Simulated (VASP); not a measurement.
# BAs (F-43m) in VASP: notebook

BAs is run at these levels: PBE; tasks: vibrations by perturbation theory, elastic constants.

All numbers are computed with VASP 6.6.1; they aren't measurements. Logs are shortened: lines on timing, memory, paths and dates and some standing lists are left out, and cuts for length are marked.

## 1. The cell of the first run

The structure is cubic, space group F-43m (No. 216). The conventional cell has a = 4.810 Å, b = 4.810 Å, c = 4.810 Å, α = 90.00°, β = 90.00°, γ = 90.00°. Within 2.8 Å of B (site symmetry -43m) lie 4 As at 2.08 Å. As (site symmetry -43m) has 4 B at 2.08 Å within 2.8 Å.

## 2. Vibrations by perturbation theory, PBE

The input, INCAR:

```
SYSTEM = BAs
ALGO = Normal
EDIFF = 1E-8
ENCUT = 520
GGA = PE
IBRION = 8
ISIF = 2
ISMEAR = 0
LASPH = .TRUE.
LCHARG = .FALSE.
LEPSILON = .TRUE.
LREAL = .FALSE.
LWAVE = .FALSE.
NELM = 100
NSW = 1
PREC = Accurate
SIGMA = 0.01
```

The input, KPOINTS:

```
k-points
0
G
  8 8 8
  0 0 0
```

The input, POSCAR:

```
BAs
1.0
    0.0000000000      2.4048000000      2.4048000000
    2.4048000000      0.0000000000      2.4048000000
    2.4048000000      2.4048000000      0.0000000000
B As
1 1
Direct
    0.0000000000      0.0000000000      0.0000000000
    0.2500000000      0.2500000000      0.2500000000
```

Potentials or basis: VASP PAW PBE potentials, release 64 (B, As).

On the command line:

```
> cat potpaw_PBE.64/B/POTCAR potpaw_PBE.64/As/POTCAR > POTCAR
> mpirun -np 1 vasp_std > vasp.out
```

OUTCAR:

```text
SYSTEM = BAs
   EDIFF = 1E-8
   ENCUT = 520
   GGA = PE
   IBRION = 8
   ISIF = 2
   ISMEAR = 0
   LASPH = .TRUE.
   LEPSILON = .TRUE.
   LREAL = .FALSE.
   NELM = 100
   NSW = 1
   PREC = Accurate

 ion  position               nearest neighbor table
   1  0.000  0.000  0.000-   2 2.08   2 2.08   2 2.08   2 2.08
   2  0.250  0.250  0.250-   1 2.08   1 2.08   1 2.08   1 2.08

  LATTYP: Found a face centered cubic cell.
 ALAT       =     4.8096000000

  Lattice vectors:

 A1 = (   0.0000000000,   2.4048000000,   2.4048000000)
 A2 = (   2.4048000000,   0.0000000000,   2.4048000000)
 A3 = (   2.4048000000,   2.4048000000,   0.0000000000)

Analysis of symmetry for initial positions (statically):
=====================================================================
 Subroutine PRICEL returns:
 Original cell was already a primitive cell.

 Routine SETGRP: Setting up the symmetry group for a
 face centered cubic supercell.

 Subroutine GETGRP returns: Found 24 space group operations
 (whereof 24 operations were pure point group operations)
 out of a pool of 48 trial point group operations.

The static configuration has the point symmetry T_d .

Analysis of symmetry for dynamics (positions and initial velocities):
=====================================================================
 Subroutine PRICEL returns:
 Original cell was already a primitive cell.

 Routine SETGRP: Setting up the symmetry group for a
 face centered cubic supercell.

 Subroutine GETGRP returns: Found 24 space group operations
 (whereof 24 operations were pure point group operations)
 out of a pool of 48 trial point group operations.

The dynamic configuration has the point symmetry T_d .

 Subroutine INISYM returns: Found 24 space group operations
 (whereof 24 operations are pure point group operations),
 and found     1 'primitive' translations

----------------------------------------------------------------------------------------

                                     Primitive cell

  volume of cell :      27.8142

  direct lattice vectors                    reciprocal lattice vectors
     0.000000000  2.404800000  2.404800000    -0.207917498  0.207917498  0.207917498
     2.404800000  0.000000000  2.404800000     0.207917498 -0.207917498  0.207917498
     2.404800000  2.404800000  0.000000000     0.207917498  0.207917498 -0.207917498

  length of vectors
     3.400900775  3.400900775  3.400900775     0.360123671  0.360123671  0.360123671

  position of ions in fractional coordinates (direct lattice)
     0.000000000  0.000000000  0.000000000
     0.250000000  0.250000000  0.250000000

  ion indices of the primitive-cell ions
   primitive index   ion index
                 1           1
                 2           2

----------------------------------------------------------------------------------------

 KPOINTS: k-points

Automatic generation of k-mesh.
 Grid dimensions read from file:
 generate k-points for:    8    8    8

 Generating k-lattice:

  Cartesian coordinates                     Fractional coordinates (reciprocal lattice)
[... 414 lines left out ...]
  ---------------------------------------------------
  ---------------------------------------------------
  free energy    TOTEN  =        -0.77152053 eV

  energy without entropy =       -0.77152053

------------------------ aborting loop because EDIFF is reached ----------------------------------------

--------------------------------------- Ionic step        2  -------------------------------------------

------------------------ aborting loop because EDIFF is reached ----------------------------------------

--------------------------------------- Ionic step        3  -------------------------------------------

------------------------ aborting loop because EDIFF is reached ----------------------------------------

 PIEZOELECTRIC TENSOR FIELD DIRECTION 3  (e Angst)
 -----------------------------------------------------------------------------
    -0.00021  0.11559  0.00000           ( -0.00000  0.10143  0.00000)
     0.11559 -0.00021  0.00000           (  0.10143 -0.00000  0.00000)
     0.00000  0.00000 -0.00037           (  0.00000  0.00000 -0.00000)

 PIEZOELECTRIC TENSOR FIELD DIRECTION 3  (C/m^2)
 -----------------------------------------------------------------------------
    -0.00012  0.06658  0.00000
     0.06658 -0.00012  0.00000
     0.00000  0.00000 -0.00021

--------------------------------------- Ionic step        4  -------------------------------------------

------------------------ aborting loop because EDIFF is reached ----------------------------------------

[... ionic steps 5 to 6 ...]

--------------------------------------- Ionic step        7  -------------------------------------------

 Free energy of the ion-electron system (eV)
  ---------------------------------------------------
  ---------------------------------------------------
  free energy    TOTEN  =        -0.03675096 eV

  energy without entropy =       -0.03675096

------------------------ aborting loop because EDIFF is reached ----------------------------------------

 INTERNAL STRAIN TENSOR  FOR ION    2  DIRECTION 1   (eV/Angst):
 -----------------------------------------------------------------------------
     0.00669  0.00000  0.00000
     0.00000 -0.00070 -6.33584
     0.00000 -6.33584 -0.00070

 MACROSCOPIC STATIC DIELECTRIC TENSOR (including local field effects in DFT)
 ------------------------------------------------------
          10.279975     0.000000     0.000000
           0.000000    10.279975     0.000000
           0.000000     0.000000    10.279975
 ------------------------------------------------------

 PIEZOELECTRIC TENSOR (including local field effects)  for field in x, y, z        (e  Angst)
          XX          YY          ZZ          XY          YZ          ZX
  --------------------------------------------------------------------------------
  x    -0.00000    -0.00000    -0.00000     0.00000     0.10748     0.00000
  y    -0.00000    -0.00000    -0.00000     0.00000     0.00000     0.10748
  z    -0.00000    -0.00000     0.00000     0.10748     0.00000     0.00000

 PIEZOELECTRIC TENSOR (including local field effects)  for field in x, y, z        (C/m^2)
          XX          YY          ZZ          XY          YZ          ZX
  --------------------------------------------------------------------------------
  x    -0.00000    -0.00000    -0.00000     0.00000     0.06191     0.00000
  y    -0.00000    -0.00000    -0.00000     0.00000     0.00000     0.06191
  z    -0.00000    -0.00000     0.00000     0.06191     0.00000     0.00000

 BORN EFFECTIVE CHARGES (including local field effects) (in |e|, cummulative output)
 ---------------------------------------------------------------------------------
 ion    1
    1    -0.46544     0.00000     0.00000
    2     0.00000    -0.46544     0.00000
    3     0.00000    -0.00000    -0.46544
 ion    2
    1     0.46544    -0.00000    -0.00000
    2    -0.00000     0.46544    -0.00000
    3     0.00000     0.00000     0.46544

 INTERNAL STRAIN TENSOR FOR ION    2 for displacements in x,y,z  (eV/Angst):
          X           Y           Z          XY          YZ          ZX
  --------------------------------------------------------------------------------
  x     0.00000     0.00000     0.00000     0.00000    -6.33584     0.00000
  y     0.00000     0.00000     0.00000     0.00000     0.00000    -6.33584
  z     0.00000     0.00000     0.00000    -6.33584     0.00000     0.00000

 SECOND DERIVATIVES (NOT SYMMETRIZED)
 ------------------------------------
               1X          1Y          1Z          2X          2Y          2Z
  1X   -16.172013    0.000000    0.000000   16.172013    0.000000    0.000000
  1Y     0.000000  -16.172013    0.000000    0.000000   16.172013    0.000000
  1Z     0.000000    0.000000  -16.172013    0.000000    0.000000   16.172013
  2X    16.175778    0.000000    0.000000  -16.175778    0.000000    0.000000
  2Y     0.000000   16.175778    0.000000    0.000000  -16.175778    0.000000
  2Z     0.000000    0.000000   16.175778    0.000000    0.000000  -16.175778

 Eigenvectors and eigenvalues of the dynamical matrix
 ----------------------------------------------------

   1 f  =   20.453872 THz   128.515471 2PiTHz  682.267745 cm-1    84.590381 meV
             X         Y         Z           dx          dy          dz
      0.000000  0.000000  0.000000     0.000000    0.934812    0.000000
      1.202400  1.202400  1.202400     0.000000   -0.355143    0.000000
[... 21 lines left out ...]
   6 f/i=    0.000790 THz     0.004965 2PiTHz    0.026359 cm-1     0.003268 meV
             X         Y         Z           dx          dy          dz
      0.000000  0.000000  0.000000     0.000000    0.000000   -0.355143
      1.202400  1.202400  1.202400     0.000000    0.000000   -0.934812

--------------------------------------------------------------------------------------------------------

 MACROSCOPIC STATIC DIELECTRIC TENSOR IONIC CONTRIBUTION
 ------------------------------------------------------
           0.087140    -0.000000    -0.000000
          -0.000000     0.087140     0.000000
          -0.000000     0.000000     0.087140
 ------------------------------------------------------

 ELASTIC MODULI CONTR FROM IONIC RELAXATION (kBar)
 Direction    XX          YY          ZZ          XY          YZ          ZX
 --------------------------------------------------------------------------------
 XX           0.0000      0.0000      0.0000      0.0000      0.0000      0.0000
 YY           0.0000      0.0000      0.0000      0.0000      0.0000      0.0000
 ZZ           0.0000      0.0000      0.0000      0.0000      0.0000      0.0000
 XY           0.0000      0.0000      0.0000   -150.8456      0.0000      0.0000
 YZ           0.0000      0.0000      0.0000      0.0000   -150.8456      0.0000
 ZX           0.0000      0.0000      0.0000      0.0000      0.0000   -150.8456
 --------------------------------------------------------------------------------

 PIEZOELECTRIC TENSOR IONIC CONTR  for field in x, y, z        (C/m^2)
          XX          YY          ZZ          XY          YZ          ZX
  --------------------------------------------------------------------------------
  x     0.00000     0.00000     0.00000     0.00000    -0.10788     0.00000
  y     0.00000     0.00000     0.00000     0.00000     0.00000    -0.10788
  z     0.00000     0.00000     0.00000    -0.10788     0.00000    -0.00000
```

It took 2.1 min on 1 thread of Intel Xeon Platinum 8488C (Sapphire Rapids), shared host; peak memory 0.21 GiB.

What came out:

```yaml
Electronic_dielectric_tensor_diagonal: 10.28
Born_charges_mean_of_the_diagonal: B -0.47; As +0.47 e
Highest_phonon_frequency_at_Γ_LO-TO_splitting_left_out: 682 cm⁻¹
```

Phonon frequencies in cm⁻¹ (negative: imaginary):
```tsv
q point	frequencies
(0.000, 0.000, 0.000)	0 0 0 682 682 682
```

Electronic dielectric tensor:
```
10.28  0.00  0.00
 0.00 10.28  0.00
 0.00  0.00 10.28
```

Born effective charge tensors (e):
atom 1, B
```
-0.47  0.00  0.00
 0.00 -0.47  0.00
 0.00  0.00 -0.47
```
atom 2, As
```
0.47 0.00 0.00
0.00 0.47 0.00
0.00 0.00 0.47
```

## 3. Elastic constants, PBE

The input, INCAR:

```
SYSTEM = BAs
PREC     = Accurate       ! precision mode
ENCUT    = 600            ! plane-wave cutoff, eV
EDIFF    = 1E-8           ! SCF threshold, eV
ISMEAR   = 0              ! smearing method
SIGMA    = 0.01           ! smearing width, eV
LREAL    = .False.        ! projectors in reciprocal space
LASPH    = .True.         ! aspherical terms in the spheres
NELM     = 100            ! most SCF steps
ALGO     = Normal         ! electronic algorithm
ISIF     = 3              ! what is computed and relaxed
LWAVE    = .False.        ! write WAVECAR
LCHARG   = .True.         ! write CHGCAR
GGA      = PE             ! functional
IBRION   = 6              ! ionic algorithm
NFREE    = 2            
POTIM    = 0.015          ! step
NSW      = 1              ! ionic steps
```

The input, KPOINTS:

```
regular mesh
0
Gamma
  8 8 8
  0 0 0
```

POSCAR is that of step 2.

Potentials or basis: VASP PAW PBE potentials, release 64 (B, As).

On the command line:

```
> cat potpaw_PBE.64/B/POTCAR potpaw_PBE.64/As/POTCAR > POTCAR
> mpirun -np 1 vasp_std > vasp.out
```

Wall time 3.5 min (1 thread of Intel Xeon Platinum 8488C (Sapphire Rapids), shared host); peak memory 0.22 GiB.

It converged, with:

```yaml
Elastic_constants_C11_C12_C44: 269, 66, 145 GPa
Voigt_bulk_modulus: 134 GPa
Highest_phonon_frequency_at_Γ_LO-TO_splitting_left_out: 682 cm⁻¹
```

Phonon frequencies in cm⁻¹ (negative: imaginary):
| q point | frequencies |
| --- | --- |
| (0.000, 0.000, 0.000) | 0 0 0 682 682 682 |

Elastic tensor in Voigt notation (GPa, in the Cartesian axes of the cell as first typed):
```
269  66  66   0   0   0
 66 269  66   0   0   0
 66  66 269   0   0   0
  0   0   0 145   0   0
  0   0   0   0 145   0
  0   0   0   0   0 145
```

Clamped-ion elastic tensor (GPa):
```
269  66  66   0   0   0
 66 269  66   0   0   0
 66  66 269   0   0   0
  0   0   0 162   0   0
  0   0   0   0 162   0
  0   0   0   0   0 162
```
